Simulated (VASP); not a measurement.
# CuMo2 (Fm-3m) in VASP: a series of runs

CuMo2 is run at these levels: PBE; tasks: single point, relaxation of cell and atoms.

All numbers are computed with VASP 6.6.1; they aren't measurements. Logs are shortened: lines on timing, memory, paths and dates and some standing lists are left out, and cuts for length are marked.

## (1) The cell of the first run

The structure is cubic, space group Fm-3m (No. 225). The conventional cell has a = 5.803 Å, b = 5.803 Å, c = 5.803 Å, α = 90.00°, β = 90.00°, γ = 90.00°. Within 3.3 Å of Cu (site symmetry m-3m) lie 8 Mo at 2.51 Å. Mo (site symmetry -43m) has 4 Cu at 2.51 Å and 6 Mo at 2.90 Å within 3.3 Å.

## (2) Single point, PBE

File INCAR:

```
SYSTEM = CuMo2
PREC = Accurate
ENCUT = 520
EDIFF = 1E-6
ISMEAR = 0
SIGMA = 0.1
LREAL = .False.
LASPH = .True.
NELM = 60
ALGO = Normal
ISIF = 2
LWAVE = .False.
LCHARG = .False.
GGA = PE
NBANDS = 26
```

File KPOINTS:

```
regular mesh
0
Gamma
  6 6 6
  0 0 0
```

File POSCAR:

```
CuMo2
1.0
    0.0000000000      2.9014926817      2.9014926817
    2.9014926817      0.0000000000      2.9014926817
    2.9014926817      2.9014926817      0.0000000000
Cu Mo
1 2
Direct
    0.0000000000      0.0000000000      0.0000000000
    0.2500000000      0.2500000000      0.2500000000
    0.7500000000      0.7500000000      0.7500000000
```

Potentials or basis: VASP PAW PBE potentials, release 64 (Cu, Mo_sv).

Command:

```sh
cat potpaw_PBE.64/Cu/POTCAR potpaw_PBE.64/Mo_sv/POTCAR > POTCAR
mpirun -np 1 vasp_std > vasp.out
```

OUTCAR:

```text
SYSTEM = CuMo2
   PREC = Accurate
   ENCUT = 520
   EDIFF = 1E-6
   ISMEAR = 0
   LREAL = .False.
   LASPH = .True.
   NELM = 60
   ISIF = 2
   GGA = PE

 ion  position               nearest neighbor table
   1  0.000  0.000  0.000-   3 2.51   3 2.51   3 2.51   2 2.51   3 2.51   2 2.51   2 2.51   2 2.51

   2  0.250  0.250  0.250-   1 2.51   1 2.51   1 2.51   1 2.51   3 2.90   3 2.90   3 2.90   3 2.90
                             3 2.90   3 2.90
   3  0.750  0.750  0.750-   1 2.51   1 2.51   1 2.51   1 2.51   2 2.90   2 2.90   2 2.90   2 2.90
                             2 2.90   2 2.90

  LATTYP: Found a face centered cubic cell.
 ALAT       =     5.8029853634

  Lattice vectors:

 A1 = (   0.0000000000,   2.9014926817,   2.9014926817)
 A2 = (   2.9014926817,   0.0000000000,   2.9014926817)
 A3 = (   2.9014926817,   2.9014926817,   0.0000000000)

Analysis of symmetry for initial positions (statically):
=====================================================================
 Subroutine PRICEL returns:
 Original cell was already a primitive cell.

 Routine SETGRP: Setting up the symmetry group for a
 face centered cubic supercell.

 Subroutine GETGRP returns: Found 48 space group operations
 (whereof 48 operations were pure point group operations)
 out of a pool of 48 trial point group operations.

The static configuration has the point symmetry O_h .

Analysis of symmetry for dynamics (positions and initial velocities):
=====================================================================
 Subroutine PRICEL returns:
 Original cell was already a primitive cell.

 Routine SETGRP: Setting up the symmetry group for a
 face centered cubic supercell.

 Subroutine GETGRP returns: Found 48 space group operations
 (whereof 48 operations were pure point group operations)
 out of a pool of 48 trial point group operations.

The dynamic configuration has the point symmetry O_h .

 Subroutine INISYM returns: Found 48 space group operations
 (whereof 48 operations are pure point group operations),
 and found     1 'primitive' translations

----------------------------------------------------------------------------------------

                                     Primitive cell

  volume of cell :      48.8534

  direct lattice vectors                    reciprocal lattice vectors
     0.000000000  2.901492682  2.901492682    -0.172325094  0.172325094  0.172325094
     2.901492682  0.000000000  2.901492682     0.172325094 -0.172325094  0.172325094
     2.901492682  2.901492682  0.000000000     0.172325094  0.172325094 -0.172325094

  length of vectors
     4.103330302  4.103330302  4.103330302     0.298475819  0.298475819  0.298475819

  position of ions in fractional coordinates (direct lattice)
     0.000000000  0.000000000  0.000000000
     0.250000000  0.250000000  0.250000000
     0.750000000  0.750000000  0.750000000

  ion indices of the primitive-cell ions
   primitive index   ion index
                 1           1
                 2           2
                 3           3

----------------------------------------------------------------------------------------

 KPOINTS: regular mesh

Automatic generation of k-mesh.
 Grid dimensions read from file:
 generate k-points for:    6    6    6

 Generating k-lattice:

  Cartesian coordinates                     Fractional coordinates (reciprocal lattice)
    -0.028720849  0.028720849  0.028720849     0.166666667  0.000000000  0.000000000
     0.028720849 -0.028720849  0.028720849     0.000000000  0.166666667  0.000000000
     0.028720849  0.028720849 -0.028720849     0.000000000  0.000000000  0.166666667

  Length of vectors
     0.049745970  0.049745970  0.049745970

  Shift w.r.t. Gamma in fractional coordinates (k-lattice)
     0.000000000  0.000000000  0.000000000

 Subroutine IBZKPT returns following result:
 ===========================================

 Found     16 irreducible k-points:

 Following reciprocal coordinates:
            Coordinates               Weight
  0.000000  0.000000  0.000000      1.000000
  0.166667  0.000000  0.000000      8.000000
  0.333333  0.000000  0.000000      8.000000
  0.500000  0.000000  0.000000      4.000000
  0.166667  0.166667  0.000000      6.000000
  0.333333  0.166667  0.000000     24.000000
[... 8 lines left out ...]
 -0.333333  0.333333  0.166667     24.000000
 -0.333333  0.500000  0.166667     12.000000
   k-points           NKPTS =     16   k-points in BZ     NKDIM =     16   number of bands    NBANDS=     26
   number of dos      NEDOS =    301   number of ions     NIONS =      3
   total plane-waves  NPLWV =  32768
   dimension x,y,z NGX =    32 NGY =   32 NGZ =   32
   dimension x,y,z NGXF=    64 NGYF=   64 NGZF=   64
   ions per type =               1   2
   NGX,Y,Z   is equivalent  to a cutoff of  12.96, 12.96, 12.96 a.u.
   NGXF,Y,Z  is equivalent  to a cutoff of  25.93, 25.93, 25.93 a.u.
 SYSTEM =  CuMo2
   PREC   = accura    normal or accurate (medium, high low for compatibility)
   ISTART =      0    job   : 0-new  1-cont  2-samecut
   ICHARG =      2    charge: 1-file 2-atom 10-const
   ISPIN  =      1    spin polarized calculation?
   LNONCOLLINEAR =      F non collinear calculations
   LSORBIT =      F    spin-orbit coupling
   LASPH  =      T    aspherical Exc in radial PAW
   ENCUT  =  520.0 eV  38.22 Ry    6.18 a.u.   7.63  7.63  7.63*2*pi/ulx,y,z
   NELM   =     60;   NELMIN=  2; NELMDL= -5     # of ELM steps
   EDIFF  = 0.1E-05   stopping-criterion for ELM
   LREAL  =      F    real-space projection
   EDIFFG = 0.1E-04   stopping-criterion for IOM
   NSW    =      0    number of steps for IOM
   IBRION =     -1    ionic relax: 0-MD 1-quasi-New 2-CG
   NFREE  =      0    steps in history (QN), initial steepest desc. (CG)
   ISIF   =      2    stress and relaxation
   ISYM   =      2    0-nonsym 1-usesym 2-fastsym
   POTIM  = 0.5000    time-step for ionic-motion
   TEBEG  =    0.0;   TEEND  =   0.0 temperature during run
   PSTRESS=    0.0 pullay stress
   NELECT =      39.0000    total number of electrons
   NUPDOWN=      -1.0000    fix difference up-down
   EMIN   =  10.00;   EMAX   =-10.00  energy-range for DOS
   EFERMI =   0.00;   METHOD = LEGACY
   ISMEAR =     0;   SIGMA  =   0.10  broadening in eV -4-tet -1-fermi 0-gaus
   EFERMI_NEDOS =   21; number of points for ismear=-14 and -15
   IALGO  =     38    algorithm
   IMIX   =      4    mixing-type and parameters
     AMIX     =   0.40;   BMIX     =  1.00
     AMIX_MAG =   1.60;   BMIX_MAG =  1.00
  volume/ion in A,a.u.               =      16.28       109.89
  Fermi-wavevector in a.u.,A,eV,Ry     =   1.518675  2.869880 31.380126  2.306374
  Thomas-Fermi vector in A             =   2.627764
   LORBIT       =      0    0 simple, 1 ext, 2 COOP (PROOUT), +10 PAW based schemes
   GGA     = PE    functional components
   LHFCALC =     F    Hartree Fock is set to
   AEXX    =    0.0000 exact exchange contribution
   IVDW    =     0    specifies the selected vdW correction
   LEPSILON=     F    determine dielectric tensor
   LRPA    =     F    only Hartree local field effects (RPA)
 non-spin polarized calculation
 Gauss-broadening in eV      SIGMA  =   0.10
  energy-cutoff  :      520.00
  volume of cell :       48.85
 maximum number of plane-waves:      1363
 NGX is ok and might be reduce to    32
   NGX = 15   NGY = 15   NGZ = 15

 number of electron      38.9999993 magnetization

 Free energy of the ion-electron system (eV)
  ---------------------------------------------------
  ext. energy  EPLUGINS =         0.00000000
  ---------------------------------------------------
  free energy    TOTEN  =       -22.74877748 eV

  energy without entropy =      -22.73188156  energy(sigma->0) =      -22.74032952

 E-fermi :   9.3671     XC(G=0): -12.3672

 val. band max:        9.3582150998   @ k =  -0.3333   0.5000   0.1667
 cond. band min:       9.3919472910   @ k =  -0.3333   0.1667   0.0000
 fundamental gap:      0.0337321912
 Fermi energy:         9.3671288671

 k-point     1 :       0.0000    0.0000    0.0000
  band No.  band energies     occupation
      1     -51.6041      2.00000
      2     -51.4389      2.00000
      3     -25.8172      2.00000
      4     -25.8172      2.00000
      5     -25.8172      2.00000
      6     -25.3895      2.00000
[... 18 lines left out ...]
     25      16.0572      0.00000
     26      18.3032      0.00000

 k-point     2 :       0.1667    0.0000    0.0000
  band No.  band energies     occupation
      1     -51.5927      2.00000
      2     -51.4497      2.00000
      3     -25.7932      2.00000
      4     -25.7904      2.00000
      5     -25.7904      2.00000
      6     -25.4266      2.00000
[... 18 lines left out ...]
     25      15.9881      0.00000
     26      16.9069      0.00000

 k-point     3 :       0.3333    0.0000    0.0000
  band No.  band energies     occupation
      1     -51.5620      2.00000
      2     -51.4796      2.00000
      3     -25.7267      2.00000
      4     -25.7161      2.00000
      5     -25.7161      2.00000
      6     -25.5193      2.00000
[... 18 lines left out ...]
     25      12.8883      0.00000
     26      18.7617      0.00000

 k-point     4 :       0.5000    0.0000    0.0000
  band No.  band energies     occupation
      1     -51.5208      2.00000
      2     -51.5202      2.00000
      3     -25.6354      2.00000
      4     -25.6236      2.00000
      5     -25.6118      2.00000
      6     -25.6118      2.00000
[... 18 lines left out ...]
     25      11.2702      0.00000
     26      18.9501      0.00000
[... 264 lines left out ...]
      1     -51.5477      2.00000
      2     -51.4929      2.00000
      3     -25.8828      2.00000
      4     -25.8023      2.00000
      5     -25.7336      2.00000
      6     -25.4939      2.00000
[... 18 lines left out ...]
     25      13.5002      0.00000
     26      14.8792      0.00000

 k-point    15 :      -0.3333    0.3333    0.1667
  band No.  band energies     occupation
      1     -51.5202      2.00000
      2     -51.5200      2.00000
      3     -25.8830      2.00000
      4     -25.8742      2.00000
      5     -25.6164      2.00000
      6     -25.6152      2.00000
[... 18 lines left out ...]
     25      11.5844      0.00000
     26      15.2089      0.00000

 k-point    16 :      -0.3333    0.5000    0.1667
  band No.  band energies     occupation
      1     -51.5335      2.00000
      2     -51.5064      2.00000
      3     -25.9392      2.00000
      4     -25.8987      2.00000
      5     -25.7484      2.00000
      6     -25.4801      2.00000
[... 18 lines left out ...]
     25      11.6352      0.00000
     26      14.2058      0.00000

------------------------ aborting loop because EDIFF is reached ----------------------------------------

  FORCE on cell =-STRESS in cart. coord.  units (eV):
  Direction    XX          YY          ZZ          XY          YZ          ZX
  --------------------------------------------------------------------------------------
  -------------------------------------------------------------------------------------
  Total        0.1093556      0.1093556      0.1093556      0.0000000     -0.0000000      0.0000000
  in kB        3.5863865      3.5863865      3.5863865      0.0000000     -0.0000000      0.0000000
  external PRESSURE =       3.5863865 kB  Pullay stress =       0.0000000 kB

 VOLUME and BASIS-vectors are now :
 -----------------------------------------------------------------------------
  energy-cutoff  :      520.00
  volume of cell :       48.85
      direct lattice vectors                 reciprocal lattice vectors
     0.000000000  2.901492682  2.901492682    -0.172325094  0.172325094  0.172325094
     2.901492682  0.000000000  2.901492682     0.172325094 -0.172325094  0.172325094
     2.901492682  2.901492682  0.000000000     0.172325094  0.172325094 -0.172325094

 POSITION                                       TOTAL-FORCE (eV/Angst)
 -----------------------------------------------------------------------------------
      0.00000      0.00000      0.00000         0.000000      0.000000     -0.000000
      1.45075      1.45075      1.45075        -0.000000     -0.000000     -0.000000
      4.35224      4.35224      4.35224         0.000000      0.000000      0.000000
 -----------------------------------------------------------------------------------
    total drift:                                0.000000     -0.000000      0.000000

  FREE ENERGIE OF THE ION-ELECTRON SYSTEM (eV)
  ---------------------------------------------------
  free  energy   TOTEN  =       -22.7487774812 eV

  energy  without entropy=      -22.7318815585  energy(sigma->0) =      -22.74032952
```

Run time: 60 s. Hardware: 1 thread of Intel Xeon 8259CL, shared host; peak memory 0.18 GiB.

What came out:

```
Free energy            : -22.7488 eV
Pressure               : 0.4 GPa
Band gap on the k mesh : zero (an odd number of electrons rules out a gap without spin polarisation)
```

Levels at points of the mesh, in eV from the Fermi level:
| k point | band 16 | band 17 | band 18 | band 19 | band 20 | band 21 | band 22 | band 23 |
| --- | --- | --- | --- | --- | --- | --- | --- | --- |
| (0.00, 0.00, 0.00) | -3.31 | -3.31 | -1.52 | -1.52 | 2.47 | 2.47 | 2.47 | 3.89 |
| (0.50, 0.00, 0.00) | -1.74 | -1.74 | -0.28 | -0.28 | -0.01 | -0.01 | 0.49 | 0.83 |
| (0.50, 0.50, 0.00) | -2.43 | -0.89 | -0.58 | -0.20 | -0.20 | 1.32 | 1.32 | 2.36 |

## (3) Relaxation of cell and atoms, PBE

This run uses another cell than the first one, of 13.78 Å³/atom.

File INCAR:

```
SYSTEM = CuMo2
PREC = Accurate
ENCUT = 600
EDIFF = 1E-7
ISMEAR = 0
SIGMA = 0.1
LREAL = .FALSE.
LASPH = .TRUE.
NELM = 80
ALGO = Fast
ISIF = 3
LWAVE = .FALSE.
LCHARG = .FALSE.
GGA = PE
IBRION = 2
NSW = 90
EDIFFG = -0.04
```

File KPOINTS:

```
Automatic mesh
0
G
  6 6 6
  0 0 0
```

File POSCAR:

```
CuMo2
1.0
    0.0000000000      2.7444426584      2.7444426584
    2.7444426584      0.0000000000      2.7444426584
    2.7444426584      2.7444426584      0.0000000000
Cu Mo
1 2
Direct
    0.0000000000      0.0000000000      0.0000000000
    0.2500000000      0.2500000000      0.2500000000
    0.7500000000      0.7500000000      0.7500000000
```

Potentials or basis: VASP PAW PBE potentials, release 64 (Cu, Mo_sv).

Command:

```sh
cat potpaw_PBE.64/Cu/POTCAR potpaw_PBE.64/Mo_sv/POTCAR > POTCAR
mpirun -np 1 vasp_std > vasp.out
```

OUTCAR:

```text
SYSTEM = CuMo2
   PREC = Accurate
   ENCUT = 600
   EDIFF = 1E-7
   ISMEAR = 0
   LREAL = .FALSE.
   LASPH = .TRUE.
   NELM = 80
   ISIF = 3
   GGA = PE
   IBRION = 2
   NSW = 90
   EDIFFG = -0.04

 ion  position               nearest neighbor table
   1  0.000  0.000  0.000-   3 2.38   3 2.38   3 2.38   2 2.38   3 2.38   2 2.38   2 2.38   2 2.38

   2  0.250  0.250  0.250-   1 2.38   1 2.38   1 2.38   1 2.38   3 2.74   3 2.74   3 2.74   3 2.74
                             3 2.74   3 2.74
   3  0.750  0.750  0.750-   1 2.38   1 2.38   1 2.38   1 2.38   2 2.74   2 2.74   2 2.74   2 2.74
                             2 2.74   2 2.74

  LATTYP: Found a face centered cubic cell.
 ALAT       =     5.4888853168

  Lattice vectors:

 A1 = (   0.0000000000,   2.7444426584,   2.7444426584)
 A2 = (   2.7444426584,   0.0000000000,   2.7444426584)
 A3 = (   2.7444426584,   2.7444426584,   0.0000000000)

[... 699 lines left out ...]
     23      23.1446      0.00000

[... ionic steps 4 to 11 ...]

--------------------------------------- Ionic step       12  -------------------------------------------

 number of electron      39.0000010 magnetization

------------------------ aborting loop because EDIFF is reached ----------------------------------------
[... 69 lines left out ...]
--------------------------------------- Ionic step       14  -------------------------------------------

 number of electron      38.9999993 magnetization

 Free energy of the ion-electron system (eV)
  ---------------------------------------------------
  ext. energy  EPLUGINS =         0.00000000
  ---------------------------------------------------
  free energy    TOTEN  =       -22.74382540 eV

  energy without entropy =      -22.72691411  energy(sigma->0) =      -22.73536975

 E-fermi :   9.3384     XC(G=0): -12.3558

 val. band max:        9.3289325548   @ k =   0.5000   0.0000   0.0000
 cond. band min:       9.3633797951   @ k =  -0.3333   0.1667   0.0000
 fundamental gap:      0.0344472403
 Fermi energy:         9.3384121050

 k-point     1 :       0.0000    0.0000    0.0000
  band No.  band energies     occupation
      1     -51.6344      2.00000
      2     -51.4705      2.00000
      3     -25.8458      2.00000
      4     -25.8458      2.00000
      5     -25.8458      2.00000
      6     -25.4211      2.00000
[... 435 lines left out ...]
  FREE ENERGIE OF THE ION-ELECTRON SYSTEM (eV)
  ---------------------------------------------------
  free  energy   TOTEN  =       -22.7438254032 eV

  energy  without entropy=      -22.7269141061  energy(sigma->0) =      -22.73536975

 reached required accuracy - stopping structural energy minimisation
```

CONTCAR:

```text
CuMo2
   1.00000000000000
     0.0000000000000000    2.9035375193092485    2.9035375193092485
     2.9035375193092485   -0.0000000000000000    2.9035375193092485
     2.9035375193092485    2.9035375193092485   -0.0000000000000000
  Cu              Mo
     1     2
Direct
     0.0000000000000000    0.0000000000000000    0.0000000000000000
     0.2500000000000000    0.2500000000000000    0.2500000000000000
     0.7500000000000000    0.7500000000000000    0.7500000000000000

  0.00000000E+00  0.00000000E+00  0.00000000E+00
  0.00000000E+00  0.00000000E+00  0.00000000E+00
  0.00000000E+00  0.00000000E+00  0.00000000E+00
```

Wall time 16 min (1 thread of Intel Xeon 8259CL, shared host); peak memory 0.2 GiB.

Results:

| Quantity | Value |
| --- | --- |
| Free energy | -22.7438 eV |
| Relaxed volume | 16.32 Å³/atom |
| Relaxed cell | a = 4.106 Å, b = 4.106 Å, c = 4.106 Å, α = 60.00°, β = 60.00°, γ = 60.00° |
| Space group after relaxing (to 0.1 Å) | Fm-3m (No. 225) |
| Pressure after relaxing | 0.0 GPa |
| Band gap on the k mesh | zero (an odd number of electrons rules out a gap without spin polarisation) |

Final structure:
```
Cu Mo
1.0
     0.00000    2.90354    2.90354
     2.90354    0.00000    2.90354
     2.90354    2.90354    0.00000
Cu Mo
1 2
Direct
  0.00000 0.00000 0.00000
  0.25000 0.25000 0.25000
  0.75000 0.75000 0.75000
```

Levels at points of the mesh, in eV from the Fermi level:
```tsv
k point	band 17	band 18	band 19	band 20	band 21	band 22
(0.00, 0.00, 0.00)	-3.30	-1.51	-1.51	2.46	2.46	2.46
(0.50, 0.00, 0.00)	-1.73	-0.28	-0.28	-0.01	-0.01	0.49
(0.50, 0.50, 0.00)	-0.88	-0.58	-0.20	-0.20	1.32	1.32
```

Caveat: the volume moved by over 15 % at a fixed basis, so the end points are rough.

The gap in the log of VASP goes by the Fermi energy; the results here count the filled bands.